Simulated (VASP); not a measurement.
A run of VASP 6.6.1 is set up as follows.

File INCAR:

```
PREC = Accurate ; ENCUT = 520
EDIFF = 1E-7 ; ISMEAR = -1
SIGMA = 0.08 ; LREAL = F
LASPH = T ; NELM = 100
ALGO = Normal ; ISIF = 2
LWAVE = F ; LCHARG = F
GGA = PE ; NBANDS = 17
```

File KPOINTS:

```
regular mesh
0
Gamma
  10 10 10
```

Contents of POSCAR:

```
Ba
1.0
   -3.0567782119      3.0567782119      1.6820175714
    3.0567782119     -3.0567782119      1.6820175714
    3.0567782119      3.0567782119     -1.6820175714
Ba
2
Direct
   -0.3750000000     -0.1250000000     -0.2500000000
    0.3750000000      0.1250000000      0.2500000000
```

Potentials or basis: VASP PAW PBE potentials, release 64 (Ba_sv).

Run with:

```bash
$ cat potpaw_PBE.64/Ba_sv/POTCAR > POTCAR
$ mpirun -np 1 vasp_std > vasp.out
```

(1) What does it give for the band gap on the k mesh?

(2) Estimate the pressure.

Answers

(1) zero (band 10 reaches 5.93 eV, above the bottom of band 11 at 3.96 eV).

(2) 17.3 GPa.

Caveat: spin-orbit coupling is left out, which moves the levels of the heavy elements.
